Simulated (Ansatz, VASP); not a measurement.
MgO: VASP beside Ansatz

```
CELL_PARAMETERS angstrom
3.26057 0.00000 0.00000
-1.63028 2.82373 0.00000
0.00000 0.00000 5.15235
ATOMIC_POSITIONS crystal
Mg 0.33333 0.66667 0.02727
Mg 0.66667 0.33333 0.52727
O 0.33333 0.66667 0.40094
O 0.66667 0.33333 0.90094
```

Alike in both runs: task single point; functional PBEsol; k mesh 9 × 9 × 6; occupations gaussian, width 0.05 eV; no spin polarisation.

|  | VASP | Ansatz |
| --- | --- | --- |
| version | VASP 6.6.1 | Ansatz 0.2.0 |
| potentials or method | VASP PAW PBE potentials, release 64 (Mg, O), cutoff 520 eV | scalar-relativistic, plane waves, PAW |
| valence electrons in the cell | 16 | 32 |

```csv
,VASP,Ansatz,Ansatz less VASP
gap on the k mesh at the Fermi level (eV),3.59,3.59,+0.002
least direct gap on the mesh (eV),3.59,3.59,+0.002
pressure (GPa),0.8,1.0,+0.29
"traceless stress, the component that is largest in VASP (GPa)",3.36,3.27,-0.089
rms of the force components (eV/Å),0.342,0.337,-0.0050
```

VASP's potentials were made for PBE, not for PBEsol, and Ansatz warns of the same on its side. Atom by atom the forces differ by 0.005 eV/Å (rms over components). VASP's potentials hold 16 valence electrons a cell and Ansatz's 32, so a difference there can come from the potentials and not from the codes.
